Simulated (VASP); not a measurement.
# WC in VASP: single point with PBE

Aim: the single point of WC with PBE.

All numbers are computed with VASP 6.6.1; they aren't measurements. Logs are shortened: lines on timing, memory, paths and dates and some standing lists are left out, and cuts for length are marked.

## (1) The cell of the first run

The cell holds a slab with vacuum, 16 atoms: a = 5.792 Å, b = 5.792 Å, c = 16.258 Å, α = 90.00°, β = 90.00°, γ = 120.00°.

## (2) Single point, PBE

Input file INCAR:

```
PREC = Accurate
ENCUT = 520
EDIFF = 1E-6
ISMEAR = -1
SIGMA = 0.15
LREAL = Auto
LASPH = T
NELM = 60
ALGO = Normal
ISIF = 2
LWAVE = F
LCHARG = T
GGA = PE
LELF = T
LVHAR = T
NBANDS = 86
```

Input file KPOINTS:

```
Automatic mesh
0
Gamma
  2 2 1
```

Input file POSCAR:

```
WC
1.0
    5.7920000000      0.0000000000      0.0000000000
   -2.8960000000      5.0160190000      0.0000000000
    0.0000000000      0.0000000000     16.2583500000
W C
8 8
Direct
    0.0000000000      0.0000000000      0.0615068565
    0.0807197610     -0.0134568868      0.2396737676
   -0.0000009470      0.4999981061      0.0615068565
    0.0460418817      0.4709511667      0.2385420415
    0.5000000000      0.0000000000      0.0615068565
    0.5732723537     -0.0156099887      0.2330740819
    0.4999990530      0.4999981061      0.0615068565
    0.6148891762      0.4952134352      0.2391755621
    0.3161980832      0.1454141222      0.1382858654
    0.4187239140      0.1502586015      0.3003748843
    0.3312527545      0.6392320284      0.1435508523
    0.4037798382      0.5961301183      0.3026444873
    0.8528326014      0.1555616117      0.1374309201
    0.8697046630      0.1106455139      0.3111939403
    0.8539698882      0.7149494450      0.1451069758
    0.9324224324      0.6561777378      0.3178981877
```

Potentials or basis: VASP PAW PBE potentials, release 64 (W_sv, C).

On the command line:

```
$ cat potpaw_PBE.64/W_sv/POTCAR potpaw_PBE.64/C/POTCAR > POTCAR
$ mpirun -np 1 vasp_std > vasp.out
```

OUTCAR:

```text
PREC = Accurate
   ENCUT = 520
   EDIFF = 1E-6
   ISMEAR = -1
   LREAL = Auto
   LASPH = T
   NELM = 60
   ISIF = 2
   GGA = PE

 ion  position               nearest neighbor table
   1  0.000  0.000  0.062-  13 1.96  15 1.97   9 2.02   7 2.90   3 2.90   5 2.90   5 2.90   3 2.90
                             7 2.90   2 2.94
   2  0.081  0.987  0.240-  10 1.96   9 2.04  14 2.06  16 2.09  15 2.12  13 2.60   8 2.77   6 2.86
                             4 2.89   4 2.91   6 2.93   1 2.94   8 3.02
   3  1.000  0.500  0.062-  13 2.13  11 2.14  15 2.27   5 2.90   1 2.90   7 2.90   7 2.90   1 2.90
                             5 2.90   4 2.90
   4  0.046  0.471  0.239-  16 1.99  12 2.10  11 2.11  14 2.16  13 2.29   8 2.57  15 2.67   6 2.78
                             2 2.89   3 2.90   2 2.91   6 3.02   8 3.23
   5  0.500  0.000  0.062-   9 2.07  13 2.16  11 2.25   6 2.83   3 2.90   7 2.90   1 2.90   1 2.90
                             7 2.90   3 2.90
   6  0.573  0.984  0.233-  10 1.94  14 1.96  13 2.10  12 2.26  11 2.30   9 2.62   4 2.78   5 2.83
                             8 2.85   2 2.86   2 2.93   8 2.96   4 3.02
   7  0.500  0.500  0.062-  11 2.04   9 2.17  15 2.25   1 2.90   5 2.90   3 2.90   3 2.90   5 2.90
                             1 2.90   8 2.97
   8  0.615  0.495  0.239-  12 1.90  10 2.00  15 2.03  16 2.04   9 2.51   4 2.57  11 2.68   2 2.77
                             6 2.85   6 2.96   7 2.97   2 3.02   4 3.23
   9  0.316  0.145  0.138-   1 2.02   2 2.04   5 2.07   7 2.17   8 2.51   6 2.62
  10  0.419  0.150  0.300-   6 1.94   2 1.96   8 2.00
  11  0.331  0.639  0.144-   7 2.04   4 2.11   3 2.14   5 2.25   6 2.30   8 2.68
  12  0.404  0.596  0.303-   8 1.90   4 2.10   6 2.26
  13  0.853  0.156  0.137-   1 1.96   6 2.10   3 2.13   5 2.16   4 2.29   2 2.60
  14  0.870  0.111  0.311-   6 1.96   2 2.06   4 2.16
  15  0.854  0.715  0.145-   1 1.97   8 2.03   2 2.12   7 2.25   3 2.27   4 2.67
  16  0.932  0.656  0.318-   4 1.99   8 2.04   2 2.09

  LATTYP: Found a hexagonal cell.
 ALAT       =     5.7920000000
 C/A-ratio  =     2.8070355663

  Lattice vectors:

 A1 = (   5.7920000000,   0.0000000000,   0.0000000000)
 A2 = (  -2.8960000000,   5.0160190000,   0.0000000000)
 A3 = (   0.0000000000,   0.0000000000,  16.2583500000)

Analysis of symmetry for initial positions (statically):
=====================================================================
 Subroutine PRICEL returns:
 Original cell was already a primitive cell.

 Routine SETGRP: Setting up the symmetry group for a
 hexagonal supercell.

 Subroutine GETGRP returns: Found  1 space group operations
 (whereof  1 operations were pure point group operations)
 out of a pool of 24 trial point group operations.

The static configuration has the point symmetry C_1 .

Analysis of symmetry for dynamics (positions and initial velocities):
=====================================================================
 Subroutine PRICEL returns:
 Original cell was already a primitive cell.

 Routine SETGRP: Setting up the symmetry group for a
 hexagonal supercell.

 Subroutine GETGRP returns: Found  1 space group operations
 (whereof  1 operations were pure point group operations)
 out of a pool of 24 trial point group operations.

The dynamic configuration has the point symmetry C_1 .

 Subroutine INISYM returns: Found  1 space group operations
 (whereof  1 operations are pure point group operations),
 and found     1 'primitive' translations

----------------------------------------------------------------------------------------

                                     Primitive cell

  volume of cell :     472.3503

  direct lattice vectors                    reciprocal lattice vectors
     5.792000000  0.000000000  0.000000000     0.172651934  0.099680643  0.000000000
    -2.896000000  5.016019000  0.000000000     0.000000000  0.199361286  0.000000000
     0.000000000  0.000000000 16.258350000     0.000000000  0.000000000  0.061506856

  length of vectors
     5.792000000  5.791999880 16.258350000     0.199361282  0.199361286  0.061506856

  position of ions in fractional coordinates (direct lattice)
     0.000000000  0.000000000  0.061506857
     0.080719761  0.986543113  0.239673768
     0.999999053  0.499998106  0.061506857
     0.046041882  0.470951167  0.238542041
     0.500000000  0.000000000  0.061506857
     0.573272354  0.984390011  0.233074082
[... 8 lines left out ...]
     0.853969888  0.714949445  0.145106976
     0.932422432  0.656177738  0.317898188

  ion indices of the primitive-cell ions
   primitive index   ion index
                 1           1
                 2           2
                 3           3
                 4           4
                 5           5
                 6           6
[... 8 lines left out ...]
                15          15
                16          16

----------------------------------------------------------------------------------------

 KPOINTS: Automatic mesh

Automatic generation of k-mesh.
 Grid dimensions read from file:
 generate k-points for:    2    2    1

 Generating k-lattice:

  Cartesian coordinates                     Fractional coordinates (reciprocal lattice)
     0.086325967  0.049840322  0.000000000     0.500000000  0.000000000  0.000000000
     0.000000000  0.099680643  0.000000000     0.000000000  0.500000000  0.000000000
     0.000000000  0.000000000  0.061506856     0.000000000  0.000000000  1.000000000

  Length of vectors
     0.099680641  0.099680643  0.061506856

  Shift w.r.t. Gamma in fractional coordinates (k-lattice)
     0.000000000  0.000000000  0.000000000

 Subroutine IBZKPT returns following result:
 ===========================================

 Found      4 irreducible k-points:

 Following reciprocal coordinates:
            Coordinates               Weight
  0.000000  0.000000  0.000000      1.000000
  0.500000  0.000000  0.000000      1.000000
  0.000000  0.500000  0.000000      1.000000
  0.500000  0.500000  0.000000      1.000000
   k-points           NKPTS =      4   k-points in BZ     NKDIM =      4   number of bands    NBANDS=     86
   number of dos      NEDOS =    301   number of ions     NIONS =     16
   total plane-waves  NPLWV = 290304
   dimension x,y,z NGX =    48 NGY =   48 NGZ =  126
   dimension x,y,z NGXF=    96 NGYF=   96 NGZF=  252
   ions per type =               8   8
   NGX,Y,Z   is equivalent  to a cutoff of  13.78, 13.78, 12.88 a.u.
   NGXF,Y,Z  is equivalent  to a cutoff of  27.55, 27.55, 25.77 a.u.
 SYSTEM =  unknown system
   PREC   = accura    normal or accurate (medium, high low for compatibility)
   ISTART =      0    job   : 0-new  1-cont  2-samecut
   ICHARG =      2    charge: 1-file 2-atom 10-const
   ISPIN  =      1    spin polarized calculation?
   LNONCOLLINEAR =      F non collinear calculations
   LSORBIT =      F    spin-orbit coupling
   LASPH  =      T    aspherical Exc in radial PAW
   ENCUT  =  520.0 eV  38.22 Ry    6.18 a.u.  10.77 10.77 30.23*2*pi/ulx,y,z
   NELM   =     60;   NELMIN=  2; NELMDL= -5     # of ELM steps
   EDIFF  = 0.1E-05   stopping-criterion for ELM
   LREAL  =      T    real-space projection
   EDIFFG = 0.1E-04   stopping-criterion for IOM
   NSW    =      0    number of steps for IOM
   IBRION =     -1    ionic relax: 0-MD 1-quasi-New 2-CG
   NFREE  =      0    steps in history (QN), initial steepest desc. (CG)
   ISIF   =      2    stress and relaxation
   ISYM   =      2    0-nonsym 1-usesym 2-fastsym
   POTIM  = 0.5000    time-step for ionic-motion
   TEBEG  =    0.0;   TEEND  =   0.0 temperature during run
   PSTRESS=    0.0 pullay stress
   NELECT =     144.0000    total number of electrons
   NUPDOWN=      -1.0000    fix difference up-down
   EMIN   =  10.00;   EMAX   =-10.00  energy-range for DOS
   EFERMI =   0.00;   METHOD = LEGACY
   ISMEAR =    -1;   SIGMA  =   0.15  broadening in eV -4-tet -1-fermi 0-gaus
   EFERMI_NEDOS =   21; number of points for ismear=-14 and -15
   IALGO  =     38    algorithm
   IMIX   =      4    mixing-type and parameters
     AMIX     =   0.40;   BMIX     =  1.00
     AMIX_MAG =   1.60;   BMIX_MAG =  1.00
  volume/ion in A,a.u.               =      29.52       199.22
  Fermi-wavevector in a.u.,A,eV,Ry     =   1.101812  2.082123 16.517340  1.213990
  Thomas-Fermi vector in A             =   2.238245
   LORBIT       =      0    0 simple, 1 ext, 2 COOP (PROOUT), +10 PAW based schemes
   GGA     = PE    functional components
   LHFCALC =     F    Hartree Fock is set to
   AEXX    =    0.0000 exact exchange contribution
   IVDW    =     0    specifies the selected vdW correction
   LEPSILON=     F    determine dielectric tensor
   LRPA    =     F    only Hartree local field effects (RPA)
 non-spin polarized calculation
  energy-cutoff  :      520.00
  volume of cell :      472.35
 maximum number of plane-waves:     12728
 NGX is ok and might be reduce to    48
   NGX = 21   NGY = 21   NGZ = 61

 number of electron     143.9999989 magnetization

 Free energy of the ion-electron system (eV)
  ---------------------------------------------------
  ext. energy  EPLUGINS =         0.00000000
  ---------------------------------------------------
  free energy    TOTEN  =      -159.00970058 eV

  energy without entropy =     -158.57478092  energy(sigma->0) =     -158.79224075

 E-fermi :   0.4841     XC(G=0):  -6.0510

 val. band max:        0.3813826947   @ k =   0.0000   0.0000   0.0000
 cond. band min:       0.5264548754   @ k =   0.5000   0.0000   0.0000
 fundamental gap:      0.1450721808
 Fermi energy:         0.4840947404

 k-point     1 :       0.0000    0.0000    0.0000
  band No.  band energies     occupation
      1     -73.5385      2.00000
      2     -73.4782      2.00000
      3     -73.4566      2.00000
      4     -73.4467      2.00000
      5     -73.4351      2.00000
      6     -73.4006      2.00000
[... 76 lines left out ...]
     83       3.2995      0.00000
     84       3.5443      0.00000

 k-point     2 :       0.5000    0.0000    0.0000
  band No.  band energies     occupation
      1     -73.5280      2.00000
      2     -73.4807      2.00000
      3     -73.4480      2.00000
      4     -73.4459      2.00000
      5     -73.4402      2.00000
      6     -73.4060      2.00000
[... 76 lines left out ...]
     83       2.5480      0.00000
     84       2.6314      0.00000

 k-point     3 :       0.0000    0.5000    0.0000
  band No.  band energies     occupation
      1     -73.5291      2.00000
      2     -73.4685      2.00000
      3     -73.4667      2.00000
      4     -73.4400      2.00000
      5     -73.4328      2.00000
      6     -73.4156      2.00000
[... 76 lines left out ...]
     83       2.7716      0.00000
     84       3.0346      0.00000

 k-point     4 :       0.5000    0.5000    0.0000
  band No.  band energies     occupation
      1     -73.5282      2.00000
      2     -73.4794      2.00000
      3     -73.4524      2.00000
      4     -73.4416      2.00000
      5     -73.4395      2.00000
      6     -73.4089      2.00000
[... 76 lines left out ...]
     83       2.7024      0.00000
     84       2.8995      0.00000
 [bands above 84 left out]

------------------------ aborting loop because EDIFF is reached ----------------------------------------

  FORCE on cell =-STRESS in cart. coord.  units (eV):
  Direction    XX          YY          ZZ          XY          YZ          ZX
  --------------------------------------------------------------------------------------
  -------------------------------------------------------------------------------------
  Total       21.5653802     14.1145063      8.5739968     -0.6795222      0.1417793    -10.4666612
  in kB       73.1481770     47.8753631     29.0823638     -2.3048891      0.4809050    -35.5021418
  external PRESSURE =      50.0353013 kB  Pullay stress =       0.0000000 kB

 VOLUME and BASIS-vectors are now :
 -----------------------------------------------------------------------------
  energy-cutoff  :      520.00
  volume of cell :      472.35
      direct lattice vectors                 reciprocal lattice vectors
     5.792000000  0.000000000  0.000000000     0.172651934  0.099680643  0.000000000
    -2.896000000  5.016019000  0.000000000     0.000000000  0.199361286  0.000000000
     0.000000000  0.000000000 16.258350000     0.000000000  0.000000000  0.061506856

 POSITION                                       TOTAL-FORCE (eV/Angst)
 -----------------------------------------------------------------------------------
      0.00000      0.00000      1.00000         0.975906     -0.153599     -2.453810
     -2.38950      4.94852      3.89670        -2.841026      0.508200      2.192882
      4.34400      2.50800      1.00000         0.461802      0.045638      0.241485
     -1.09720      2.36230      3.87830         4.049000      0.030320      1.997552
      2.89600      0.00000      1.00000         0.624426     -0.988482     -0.587041
      0.46960      4.93772      3.78940        -0.551032     -2.732181      2.105306
[... 8 lines left out ...]
      2.87570      3.58620      2.35920         1.305653     -3.043654     -2.233118
      3.50030      3.29140      5.16850        -0.427481     -0.008012     -1.330440
 -----------------------------------------------------------------------------------
    total drift:                               -0.003737     -0.005709     -0.028127

  FREE ENERGIE OF THE ION-ELECTRON SYSTEM (eV)
  ---------------------------------------------------
  free  energy   TOTEN  =      -159.0097005784 eV

  energy  without entropy=     -158.5747809203  energy(sigma->0) =     -158.79224075
```

Run time: 6.9 min. Hardware: 1 thread of AMD EPYC 9R14 (Zen 4), shared host; peak memory 0.6 GiB.

Results:

```yaml
Free_energy: -159.0097 eV
Largest_force: 5.184 eV/Å
Band_gap_on_the_k_mesh: zero (band 72 reaches 0.87 eV, above the bottom of band 73 at 0.13 eV)
```

Forces on the atoms (eV/Å):
```
W    0.976 -0.154 -2.454
W   -2.841  0.508  2.193
W    0.462  0.046  0.241
W    4.049  0.030  1.998
W    0.624 -0.988 -0.587
W   -0.551 -2.732  2.105
W    0.886 -0.113  0.622
W   -5.020 -1.034  0.777
C    2.543  2.269 -0.726
C    0.668 -0.806  1.085
C   -0.448  1.889 -0.998
C   -1.630  1.099 -0.408
C   -2.050  1.943  0.743
C    1.454  1.095 -1.027
C    1.306 -3.044 -2.233
C   -0.427 -0.008 -1.330
```

Levels at points of the mesh, in eV from the Fermi level:
```csv
k point,band 69,band 70,band 71,band 72,band 73,band 74,band 75,band 76
"(0.00, 0.00, 0.00)",-0.10,0.07,0.17,0.39,0.44,0.92,1.07,1.30
"(0.50, 0.00, 0.00)",-1.08,-0.90,-0.70,-0.46,0.04,0.43,0.77,1.08
"(0.00, 0.50, 0.00)",-0.97,-0.92,-0.72,-0.54,-0.35,0.06,0.52,0.78
"(0.50, 0.50, 0.00)",-1.18,-0.98,-0.82,-0.54,-0.23,0.47,0.64,0.95
```

Caveat: the k points lie up to 0.63 Å⁻¹ apart; spin-orbit coupling is left out, which moves the levels of the heavy elements.
